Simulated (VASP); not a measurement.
Crystal: LuSe.

```
Lu Se
1.0
     0.00000    2.81944    2.81944
     2.81944    0.00000    2.81944
     2.81944    2.81944    0.00000
Lu Se
1 1
Direct
  0.00000 0.00000 0.00000
  0.50000 0.50000 0.50000
```

- Program: VASP 6.6.1
- Task: relaxation of cell and atoms
- Functional: PBEsol
- Potentials or basis: VASP PAW PBE potentials, release 64 (Lu, Se)
- Cutoff: 600 eV
- k mesh: 14 × 14 × 14
- Occupations: gaussian, width 0.1 eV
- Spin: no spin polarisation

At the start: pressure -3.6 GPa; volume 22.41 Å³/atom.

How do energy, volume and symmetry change on relaxing?

Over 22 steps the energy falls by 10.5 meV/atom and the volume is 21.51 Å³/atom (-4.0 %); space group Fm-3m (No. 225, to 0.1 Å) before and after.

The path:
```
step  energy change (eV)  largest force (eV/Å)  pressure (GPa)  volume (Å³)
   1              0.0000                0.0000           -3.63        44.82
   2             -0.0072                0.0000            3.28        41.61
   3             -0.0180                0.0000            0.20        43.02
   4             -0.0204                0.0000           -0.26        43.11
   5             -0.0209                0.0000           -0.18        43.06
   6             -0.0210                0.0000           -0.14        43.05
   7             -0.0210                0.0000           -0.30        43.03
   8             -0.0210                0.0000           -0.09        43.03
   9             -0.0210                0.0000           -0.07        43.03
  10             -0.0210                0.0000           -0.08        43.03
  11             -0.0210                0.0000           -0.08        43.03
  12             -0.0210                0.0000           -0.07        43.03
  13             -0.0210                0.0000           -0.08        43.03
  14             -0.0210                0.0000           -0.08        43.03
  15             -0.0210                0.0000           -0.08        43.03
  16             -0.0210                0.0000           -0.08        43.03
  17             -0.0210                0.0000           -0.08        43.03
  18             -0.0210                0.0000           -0.07        43.03
  19             -0.0210                0.0000           -0.04        43.03
  20             -0.0210                0.0000           -0.11        43.03
  21             -0.0210                0.0000           -0.11        43.03
  22             -0.0210                0.0000           -0.03        43.02
```

Final structure:
```yaml
crystal:
  lattice:
    - [0.00000, 2.78107, 2.78107]
    - [2.78107, 0.00000, 2.78107]
    - [2.78107, 2.78107, 0.00000]
  atoms:
    - { symbol: Lu, position: [0.00000, 0.00000, 0.00000] }
    - { symbol: Se, position: [0.50000, 0.50000, 0.50000] }
```

Caveat: the PAW data sets were made with another functional, which shifts forces and pressure a little.
